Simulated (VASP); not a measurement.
# PtS2 (P-3m1) in VASP: further runs, part 2 of 2

VASP 6.6.1. The steps go on from the part before.

## (3) Single point, HSE06

This run uses another cell than the first one, of 18.26 Å³/atom.

Contents of POSCAR:

```
PtS2
1.0
    3.5432000000      0.0000000000      0.0000000000
   -1.7716000000      3.0685012107      0.0000000000
    0.0000000000      0.0000000000      5.0388000000
Pt S
1 2
Direct
    0.0000000000      0.0000000000      0.0000000000
    0.6666666667      0.3333333333      0.7730000000
    0.3333333333      0.6666666667      0.2270000000
```

Contents of INCAR.step1:

```
SYSTEM = PtS2
PREC = Accurate ; ENCUT = 520
EDIFF = 1E-5 ; ISMEAR = 0
SIGMA = 0.01 ; LREAL = .False.
LASPH = .True. ; NELM = 100
ALGO = Normal ; ISIF = 2
LWAVE = .True. ; GGA = PE
NBANDS = 18
```

Contents of INCAR.step2:

```
SYSTEM = PtS2
PREC = Accurate ; ENCUT = 520
EDIFF = 1E-6 ; ISMEAR = 0
SIGMA = 0.01 ; LREAL = .False.
LASPH = .True. ; NELM = 100
ALGO = Normal ; ISIF = 2
LWAVE = .False. ; LCHARG = .True.
GGA = PE ; LHFCALC = .True.
HFSCREEN = 0.2079 ; PRECFOCK = Normal
LELF = .True. ; LVHAR = .True.
ISTART = 1 ; NBANDS = 18
```

Contents of KPOINTS:

```
regular mesh
0
Gamma
  6 6 4
  0 0 0
```

Potentials or basis: VASP PAW PBE potentials, release 64 (Pt, S).

On the command line:

```
> cat potpaw_PBE.64/Pt/POTCAR potpaw_PBE.64/S/POTCAR > POTCAR
> cp INCAR.step1 INCAR
> mpirun -np 1 vasp_std > vasp.out
> cp INCAR.step2 INCAR
> mpirun -np 1 vasp_std > vasp.out
```

OUTCAR:

```text
SYSTEM = PtS2
   PREC = Accurate
   ENCUT = 520
   EDIFF = 1E-6
   ISMEAR = 0
   LREAL = .False.
   LASPH = .True.
   NELM = 100
   ISIF = 2
   GGA = PE
   LHFCALC = .True.
   HFSCREEN = 0.2079
   PRECFOCK = Normal
   ISTART = 1

 ion  position               nearest neighbor table
   1  0.000  0.000  0.000-   2 2.34   3 2.34   2 2.34   3 2.34   2 2.34   3 2.34
   2  0.667  0.333  0.773-   1 2.34   1 2.34   1 2.34
   3  0.333  0.667  0.227-   1 2.34   1 2.34   1 2.34

  LATTYP: Found a hexagonal cell.
 ALAT       =     3.5432000000
 C/A-ratio  =     1.4221043125

  Lattice vectors:

 A1 = (   3.5432000000,   0.0000000000,   0.0000000000)
 A2 = (  -1.7716000000,   3.0685012107,   0.0000000000)
 A3 = (   0.0000000000,   0.0000000000,   5.0388000000)

Analysis of symmetry for initial positions (statically):
=====================================================================
 Subroutine PRICEL returns:
 Original cell was already a primitive cell.

 Routine SETGRP: Setting up the symmetry group for a
 hexagonal supercell.

 Subroutine GETGRP returns: Found 12 space group operations
 (whereof 12 operations were pure point group operations)
 out of a pool of 24 trial point group operations.

The static configuration has the point symmetry D_3d.

Analysis of symmetry for dynamics (positions and initial velocities):
=====================================================================
 Subroutine PRICEL returns:
 Original cell was already a primitive cell.

 Routine SETGRP: Setting up the symmetry group for a
 hexagonal supercell.

 Subroutine GETGRP returns: Found 12 space group operations
 (whereof 12 operations were pure point group operations)
 out of a pool of 24 trial point group operations.

[... 123 lines left out ...]
  Fermi-wavevector in a.u.,A,eV,Ry     =   1.207812  2.282434 19.848315  1.458810
  Thomas-Fermi vector in A             =   2.343439
   LORBIT       =      0    0 simple, 1 ext, 2 COOP (PROOUT), +10 PAW based schemes
   GGA     = PE    functional components
   LHFCALC =     T    Hartree Fock is set to
   PRECFOCK=normal    Normal, Fast or Accurate (Low or Medium for compatibility)
   ENCUT4O =  -1.0   cutoff for four orbital integrals eV
   NKREDX  =     1    reduce k-point grid by
   NKREDY  =     1    reduce k-point grid by
   NKREDZ  =     1    reduce k-point grid by
   AEXX    =    0.2500 exact exchange contribution
   HFSCREEN=    0.2079 screening length (either q_TF or 0.3 A-1)
   HFSCREENC=   0.2079 screening length for correlation (either q_TF or 0.3 A-1)
   ENCUTFOCK=  -1.0 apply spherical cutoff to Coloumb kernel
   IVDW    =     0    specifies the selected vdW correction
   LEPSILON=     F    determine dielectric tensor
   LRPA    =     F    only Hartree local field effects (RPA)
 non-spin polarized calculation
 Gauss-broadening in eV      SIGMA  =   0.01
  energy-cutoff  :      520.00
  volume of cell :       54.78
 maximum number of plane-waves:      1507
 NGX is ok and might be reduce to    28
  NGX = 20; NGY = 20; NGZ = 30

 number of electron      22.0000001 magnetization

 Free energy of the ion-electron system (eV)
  ---------------------------------------------------
  ext. energy  EPLUGINS =         0.00000000
  ---------------------------------------------------
  free energy    TOTEN  =       -18.57997696 eV

  energy without entropy =      -18.57997696  energy(sigma->0) =      -18.57997696

 E-fermi :   6.2805     XC(G=0):  -8.7253

 val. band max:        6.2121742710   @ k =   0.0000   0.0000   0.0000
 cond. band min:       7.8565345466   @ k =   0.0000   0.3333   0.2500
 fundamental gap:      1.6443602756
 Fermi energy:         6.2805068806

 k-point     1 :       0.0000    0.0000    0.0000
  band No.  band energies     occupation
      1     -10.8907      2.00000
      2      -7.3445      2.00000
      3      -1.5790      2.00000
      4      -1.5167      2.00000
      5      -1.5167      2.00000
      6       1.4524      2.00000
[... 481 lines left out ...]
      5      -0.8947      2.00000
      6       1.3299      2.00000
[... 10 lines left out ...]
     17      15.4646      0.00000
     18      18.0698      0.00000

------------------------ aborting loop because EDIFF is reached ----------------------------------------

  FORCE on cell =-STRESS in cart. coord.  units (eV):
  Direction    XX          YY          ZZ          XY          YZ          ZX
  --------------------------------------------------------------------------------------
  -------------------------------------------------------------------------------------
  Total        2.0061744      2.0061744      2.6783095      0.0000000     -0.0000000      0.0000000
  in kB       58.6719026     58.6719026     78.3289421      0.0000000     -0.0000000      0.0000000
  external PRESSURE =      65.2242491 kB  Pullay stress =       0.0000000 kB

 VOLUME and BASIS-vectors are now :
 -----------------------------------------------------------------------------
  energy-cutoff  :      520.00
  volume of cell :       54.78
      direct lattice vectors                 reciprocal lattice vectors
     3.543200000  0.000000000  0.000000000     0.282230752  0.162946001  0.000000000
    -1.771600000  3.068501211  0.000000000     0.000000000  0.325892001  0.000000000
     0.000000000  0.000000000  5.038800000     0.000000000  0.000000000  0.198459951

 POSITION                                       TOTAL-FORCE (eV/Angst)
 -----------------------------------------------------------------------------------
      0.00000      0.00000      0.00000        -0.000000      0.000000      0.000000
      1.77160      1.02283      3.89499         0.000000     -0.000000     -0.847505
     -0.00000      2.04567      1.14381        -0.000000      0.000000      0.847505
 -----------------------------------------------------------------------------------
    total drift:                                0.000000      0.000000      0.000001

  FREE ENERGIE OF THE ION-ELECTRON SYSTEM (eV)
  ---------------------------------------------------
  free  energy   TOTEN  =       -18.5799769567 eV

  energy  without entropy=      -18.5799769567  energy(sigma->0) =      -18.57997696
```

It took 60 min on 1 thread of Intel Xeon Platinum 8259CL at 2.50GHz (Skylake/Cascade Lake), shared host; peak memory 0.3 GiB.

Results:

- Free energy: -18.5800 eV
- Pressure: 6.5 GPa
- Largest force: 0.848 eV/Å
- Band gap on the k mesh: 1.64 eV (least direct gap 2.25 eV)

Forces on the atoms (eV/Å):
```
Pt   0.000  0.000  0.000
S    0.000  0.000 -0.848
S    0.000  0.000  0.848
```

Levels at points of the mesh, in eV from the valence-band top:
| k point | band 7 | band 8 | band 9 | band 10 | band 11 | band 12 | band 13 | band 14 | band 15 | band 16 |
| --- | --- | --- | --- | --- | --- | --- | --- | --- | --- | --- |
| (0.00, 0.00, 0.00) | -4.76 | -2.33 | -1.16 | -1.16 | 0.00 | 3.22 | 3.22 | 5.61 | 6.86 | 9.03 |
| (0.50, 0.00, 0.00) | -4.15 | -4.00 | -3.70 | -3.25 | -2.71 | 2.55 | 3.71 | 6.53 | 7.54 | 9.37 |
| (0.00, 0.00, 0.50) | -4.79 | -2.61 | -1.36 | -1.36 | -1.24 | 3.76 | 3.76 | 6.37 | 8.57 | 8.66 |
| (0.50, 0.00, 0.50) | -4.16 | -4.03 | -3.36 | -3.24 | -1.49 | 2.86 | 3.22 | 6.46 | 6.53 | 8.90 |

Caveat: the cell stands under pressure; the PAW data sets were made with another functional, which shifts forces and pressure a little; spin-orbit coupling is left out, which moves the levels of the heavy elements.

## (4) Single point, r2SCAN-based global hybrid with 35 % exact exchange

This run uses another cell than the first one, of 18.26 Å³/atom.

POSCAR is that of step 3.

Contents of INCAR.step1:

```
SYSTEM = PtS2
PREC = Accurate
ENCUT = 520
EDIFF = 1E-5
ISMEAR = -1
SIGMA = 0.05
LREAL = .FALSE.
LASPH = .TRUE.
NELM = 100
ALGO = Normal
ISIF = 2
LWAVE = .TRUE.
LCHARG = .FALSE.
NBANDS = 18
GGA = PE
```

Contents of INCAR.step2:

```
SYSTEM = PtS2
PREC = Accurate
ENCUT = 520
EDIFF = 1E-7
ISMEAR = -1
SIGMA = 0.05
LREAL = .FALSE.
LASPH = .TRUE.
NELM = 100
ALGO = Normal
ISIF = 2
LWAVE = .FALSE.
LCHARG = .FALSE.
METAGGA = R2SCAN
LHFCALC = .TRUE.
AEXX = 0.35
LMIXTAU = .TRUE.
PRECFOCK = Normal
NBANDS = 18
ISTART = 1
```

Contents of KPOINTS:

```
regular mesh
0
G
  5 5 3
  0 0 0
```

On the command line:

```
> cat potpaw_PBE.64/Pt/POTCAR potpaw_PBE.64/S/POTCAR > POTCAR
> cp INCAR.step1 INCAR
> mpirun -np 1 vasp_std > vasp.out
> cp INCAR.step2 INCAR
> mpirun -np 1 vasp_std > vasp.out
```

Wall time 12 min (1 thread of Oxide Virtual Turin-like, shared host); peak memory 0.17 GiB.

It converged, with:

```yaml
Free_energy: -57.5408 eV
Pressure: 3.8 GPa
Largest_force: 0.761 eV/Å
Band_gap_on_the_k_mesh: 3.19 eV (least direct gap 3.59 eV)
```

Forces on the atoms (eV/Å):
```
Pt   0.000  0.000  0.000
S    0.000  0.000 -0.761
S    0.000  0.000  0.761
```

Stress tensor (GPa, compression positive):
```
2.61 0.00 0.00
0.00 2.61 0.00
0.00 0.00 6.30
```

Levels at points of the mesh, in eV from the valence-band top:
| k point | band 7 | band 8 | band 9 | band 10 | band 11 | band 12 | band 13 | band 14 | band 15 | band 16 |
| --- | --- | --- | --- | --- | --- | --- | --- | --- | --- | --- |
| (0.00, 0.00, 0.00) | -5.36 | -2.77 | -1.26 | -1.26 | 0.00 | 4.56 | 4.56 | 7.09 | 8.48 | 10.68 |

Caveat: the cell stands under pressure; the PAW data sets were made with another functional, which shifts forces and pressure a little; spin-orbit coupling is left out, which moves the levels of the heavy elements.

## (5) Single point, r2SCAN-based global hybrid with 50 % exact exchange

This run uses another cell than the first one, of 18.26 Å³/atom.

POSCAR is that of step 4.

Contents of INCAR.step1:

```
ALGO = Normal ; EDIFF = 1E-5
ENCUT = 520 ; GGA = PE
ISIF = 2 ; ISMEAR = -1
LASPH = True ; LCHARG = False
LREAL = False ; LWAVE = True
NBANDS = 18 ; NELM = 80
PREC = Accurate ; SIGMA = 0.05
```

Contents of INCAR.step2:

```
AEXX = 0.5 ; ALGO = Normal
EDIFF = 1E-6 ; ENCUT = 520
ISIF = 2 ; ISMEAR = -1
ISTART = 1 ; LASPH = True
LCHARG = False ; LHFCALC = True
LMIXTAU = True ; LREAL = False
LWAVE = False ; METAGGA = R2SCAN
NBANDS = 18 ; NELM = 80
PREC = Accurate ; PRECFOCK = Normal
SIGMA = 0.05
```

Contents of KPOINTS:

```
k-points
0
Gamma
  5 5 3
```

On the command line:

```
> cat potpaw_PBE.64/Pt/POTCAR potpaw_PBE.64/S/POTCAR > POTCAR
> cp INCAR.step1 INCAR
> mpirun -np 1 vasp_std > vasp.out
> cp INCAR.step2 INCAR
> mpirun -np 1 vasp_std > vasp.out
```

Wall time 12 min (1 thread of Oxide Virtual Turin-like, shared host); peak memory 0.17 GiB.

The run converged. Its results:

```yaml
Free_energy: -52.8261 eV
Pressure: 1.6 GPa
Largest_force: 0.569 eV/Å
Band_gap_on_the_k_mesh: 3.98 eV (least direct gap 4.51 eV)
```

Forces in eV/Å, atoms in the order of the input:
```
Pt   0.000  0.000  0.000
S    0.000  0.000 -0.569
S    0.000  0.000  0.569
```

Stress tensor (GPa, compression positive):
```
-0.16  0.00  0.00
 0.00 -0.16  0.00
 0.00  0.00  5.09
```

Levels at points of the mesh, in eV from the valence-band top:
| k point | band 7 | band 8 | band 9 | band 10 | band 11 | band 12 | band 13 | band 14 | band 15 | band 16 |
| --- | --- | --- | --- | --- | --- | --- | --- | --- | --- | --- |
| (0.00, 0.00, 0.00) | -5.90 | -3.19 | -1.31 | -1.31 | 0.00 | 5.41 | 5.41 | 7.88 | 9.36 | 11.64 |

Caveat: the stress differs along the axes, from -0 to 5 GPa; the PAW data sets were made with another functional, which shifts forces and pressure a little; spin-orbit coupling is left out, which moves the levels of the heavy elements. A k mesh can miss the band edges.

## (6) Overview

```csv
level,potentials or basis,cell,k mesh,cutoff (eV),smearing,grid for exact exchange (PRECFOCK),share of exact exchange,screening parameter,gap on the mesh (eV),pressure (GPa),largest force (eV/Å)
PBE,"VASP PAW PBE potentials, release 64 (Pt_sv_GW, S)","a = 3.685, b = 3.685, c = 5.039 Å, angles 90.0, 90.0, 120.0°, 3 atoms",7 × 7 × 5,570,fermi-dirac 0.05 eV,-,-,-,0.69,-2.2,0.20
HSE06,"VASP PAW PBE potentials, release 64 (Pt, S)","a = 3.543, b = 3.543, c = 5.039 Å, angles 90.0, 90.0, 120.0°, 3 atoms",6 × 6 × 4,520,gaussian 0.01 eV,Normal,0.25,0.2079 1/Å,1.64,6.5,0.85
r2SCAN-based global hybrid with 35 % exact exchange,"VASP PAW PBE potentials, release 64 (Pt, S)","a = 3.543, b = 3.543, c = 5.039 Å, angles 90.0, 90.0, 120.0°, 3 atoms",5 × 5 × 3,520,fermi-dirac 0.05 eV,Normal,0.35,-,3.19,3.8,0.76
r2SCAN-based global hybrid with 50 % exact exchange,"VASP PAW PBE potentials, release 64 (Pt, S)","a = 3.543, b = 3.543, c = 5.039 Å, angles 90.0, 90.0, 120.0°, 3 atoms",5 × 5 × 3,520,fermi-dirac 0.05 eV,Normal,0.5,-,3.98,1.6,0.57
```

Alike in all rows: task single point; no spin polarisation.

Caveats: spin-orbit coupling is left out, which moves the levels of the heavy elements; the PAW data sets were made with another functional, which shifts forces and pressure a little (at least some runs); the cell stands under pressure (at least some runs); the stress differs along the axes, from -4 to 2 GPa (at least some runs); the stress differs along the axes, from -0 to 5 GPa (at least some runs).

Absolute energies hang on the potentials; compare differences alone.
